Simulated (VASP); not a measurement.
Input of a VASP 6.6.1 run:

The input INCAR:

```
PREC = Accurate
ENCUT = 520
EDIFF = 1E-6
ISMEAR = -1
SIGMA = 0.05
LREAL = False
LASPH = True
NELM = 150
ALGO = Normal
ISIF = 2
LWAVE = False
LCHARG = False
ISPIN = 2
MAGMOM = -0.849 -0.849
LORBIT = 11
LMAXMIX = 4
GGA = RE
NBANDS = 21
```

File KPOINTS:

```
regular mesh
0
Gamma
  12 12 12
```

Contents of POSCAR:

```
Ni
1.0
    0.0000000000      2.6067615700      2.6067615700
    2.6067615700      0.0000000000      2.6067615700
    2.6067615700      2.6067615700      0.0000000000
Ni
2
Direct
    0.1250000000      0.1250000000      0.1250000000
    0.8750000000      0.8750000000      0.8750000000
```

Potentials or basis: VASP PAW PBE potentials, release 64 (Ni).

Launch:

```console
$ cat potpaw_PBE.64/Ni/POTCAR > POTCAR
$ mpirun -np 1 vasp_std > vasp.out
```

Problem. Predict the site moments.

Solution. Ni -0.81 μB.

Problem. What does it give for the net moment?

Solution. -1.58 μB per cell.

Problem. Predict the pressure.

Solution. -2.8 GPa.

Caveat: the PAW data sets were made with another functional, which shifts forces and pressure a little.
